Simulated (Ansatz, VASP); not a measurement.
# Ge in VASP and in Ansatz

The input INCAR:

```
PREC = Accurate
ENCUT = 520
EDIFF = 1E-6
ISMEAR = -1
SIGMA = 0.02
LREAL = False
LASPH = True
NELM = 100
ALGO = Normal
ISIF = 2
LWAVE = False
LCHARG = False
GGA = PE
NBANDS = 21
```

The input KPOINTS:

```
regular mesh
0
Gamma
  8 8 8
```

POSCAR

```
Ge
1.0
    0.0000000000      2.7943204090      2.7943204090
    2.7943204090      0.0000000000      2.7943204090
    2.7943204090      2.7943204090      0.0000000000
Ge
2
Direct
    0.0000000000      0.0000000000      0.0000000000
    0.2500000000      0.2500000000      0.2500000000
```

Input for Ansatz:

```yaml
crystal:
  lattice:
    - [0.0, 2.794320409, 2.794320409]
    - [2.794320409, 0.0, 2.794320409]
    - [2.794320409, 2.794320409, 0.0]
  atoms:
    - { symbol: Ge, position: [0.0, 0.0, 0.0] }
    - { symbol: Ge, position: [0.25, 0.25, 0.25] }
kpoints:
  mp_grid: { grid: [8, 8, 8] }
  band_path:
    path:
      - [0.0, 0.0, 0.0]
      - [0.5, 0.0, 0.5]
      - [0.625, 0.25, 0.625]
      - [0.375, 0.375, 0.75]
      - [0.5, 0.5, 0.5]
      - [0.5, 0.25, 0.75]
      - [0.0, 0.0, 0.5]
    npoints: 1
hamiltonian:
  xc: pbe
scf:
  occupations: { method: fermi_dirac, width: 0.02 }
  n_extra_bands: 4
output:
  forces: true
  stress: true
  eigenvalues: true
  write_density: true
  write_potential: true
  elf: true
  volumetric_format: npy
```

Change from the starting cell: hydrostatic strain -1.5%.

Alike in both runs: task single point; functional PBE; k mesh 8 × 8 × 8; occupations fermi-dirac, width 0.02 eV; no spin polarisation.

|  | VASP | Ansatz |
| --- | --- | --- |
| version | VASP 6.6.1 | Ansatz 0.2.0 |
| potentials or method | VASP PAW PBE potentials, release 64 (Ge_d) | plane waves, PAW |
| plane-wave cutoff (eV) | 520 | 420 |
| valence electrons in the cell | 28 | 28 |

Ansatz gave:

* pressure (GPa): 6.6

Question: What did VASP give for the same quantities?

Answer: Pressure (GPa): 6.5.
